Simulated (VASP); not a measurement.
Crystal: Pb.

```
CELL_PARAMETERS angstrom
-1.96461 1.96461 1.96461
1.96461 -1.96461 1.96461
1.96461 1.96461 -1.96461
ATOMIC_POSITIONS crystal
Pb 0.00000 0.00000 0.00000
```

| Property | Result |
| --- | --- |
| Program | VASP 6.6.1 |
| Task | relaxation of cell and atoms |
| Functional | LDA |
| Potentials or basis | VASP PAW LDA potentials, release 64 (Pb_d) |
| Cutoff | 600 eV |
| k mesh | 11 × 11 × 11 |
| Occupations | fermi-dirac, width 0.1 eV |
| Spin | no spin polarisation |

At the start: pressure -2.1 GPa; volume 30.33 Å³/atom.

Question: Where does the relaxation end?

Answer: Over 3 steps the energy falls by 8.7 meV/atom and the volume is 29.03 Å³/atom (-4.3 %); space group Im-3m (No. 229, to 0.05 Å).

The path:
```
step  energy change (eV)  largest force (eV/Å)  pressure (GPa)  volume (Å³)
   1              0.0000                0.0000           -2.06        30.33
   2             -0.0079                0.0000            0.72        28.65
   3             -0.0087                0.0000           -0.02        29.03
```

Final structure:
```
CELL_PARAMETERS angstrom
-1.93608 1.93608 1.93608
1.93608 -1.93608 1.93608
1.93608 1.93608 -1.93608
ATOMIC_POSITIONS crystal
Pb 0.00000 0.00000 0.00000
```
